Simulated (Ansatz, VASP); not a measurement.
One calculation of Si5N, two programs

Contents of INCAR:

```
SYSTEM = Si5N
  PREC = Accurate
  ENCUT = 600
  EDIFF = 1E-6
  ISMEAR = 0
  SIGMA = 0.1
  LREAL = .FALSE.
  LASPH = .TRUE.
  NELM = 60
  ALGO = Normal
  ISIF = 3
  LWAVE = .FALSE.
  LCHARG = .FALSE.
  GGA = PE
  IBRION = 2
  NSW = 90
  EDIFFG = -0.04
```

KPOINTS

```
regular mesh
0
G
  6 6 4
  0 0 0
```

Contents of POSCAR:

```
Si5N
1.0
    5.0928537700      0.0000000000      0.0000000000
   -2.5464268800      4.4105407400      0.0000000000
    0.0000000000      0.0000000000      4.7090932700
Si N
5 1
Direct
    0.6666666700      0.3333333300      0.0000000000
    0.3333333300      0.6666666700      0.0000000000
    0.0000000000      0.3230609900      0.5000000000
    0.6769390100      0.6769390100      0.5000000000
    0.3230609900      0.0000000000      0.5000000000
    0.0000000000      0.0000000000      0.0000000000
```

Input for Ansatz:

```yaml
crystal:
  lattice:
    - [5.09285377, 0.0, 0.0]
    - [-2.54642688, 4.41054074, 0.0]
    - [0.0, 0.0, 4.70909327]
  atoms:
    - { symbol: Si, position: [0.66666667, 0.33333333, 0.0] }
    - { symbol: Si, position: [0.33333333, 0.66666667, 0.0] }
    - { symbol: Si, position: [0.0, 0.32306099, 0.5] }
    - { symbol: Si, position: [0.67693901, 0.67693901, 0.5] }
    - { symbol: Si, position: [0.32306099, 0.0, 0.5] }
    - { symbol: "N", position: [0.0, 0.0, 0.0] }
basis:
  ecutwfc: 420
kpoints:
  mp_grid: { grid: [6, 6, 4] }
hamiltonian:
  xc: pbe
scf:
  occupations: { method: gaussian, width: 0.1 }
  lower_state_search: "off"
output:
  forces: true
  stress: true
  eigenvalues: true
relax:
  adjacent_minimum: "off"
  f_tol: 0.04
  max_steps: 70
  cell: { stress_tol: 0.4 }
```

Change from the starting cell: species swapped into the Zr5Sn type (P-62m, No. 189).

Alike in both runs: task relaxation of cell and atoms; functional PBE; k mesh 6 × 6 × 4; occupations gaussian, width 0.1 eV; no spin polarisation.

|  | VASP | Ansatz |
| --- | --- | --- |
| version | VASP 6.6.1 | Ansatz 0.2.0 |
| potentials or method | VASP PAW PBE potentials, release 64 (Si, N), cutoff 600 eV | scalar-relativistic, plane waves, PAW |
| valence electrons in the cell | 25 | 25 |

VASP gave:

* gap on the k mesh at the Fermi level, each at its own relaxed structure (eV): none
* relaxed volume (Å³/atom): 13.65
* relaxed cell length with the largest relative difference (Å): 2.896

Q: Estimate Ansatz's values.

A: gap on the k mesh at the Fermi level, each at its own relaxed structure (eV): none; relaxed volume (Å³/atom): 13.64; relaxed cell length with the largest relative difference (Å): 2.893.

A gap of «none» marks a metal or a gap that the smearing closes.

Noted on VASP's run: the volume moved by over 15 % at a fixed basis, so the end points are rough.
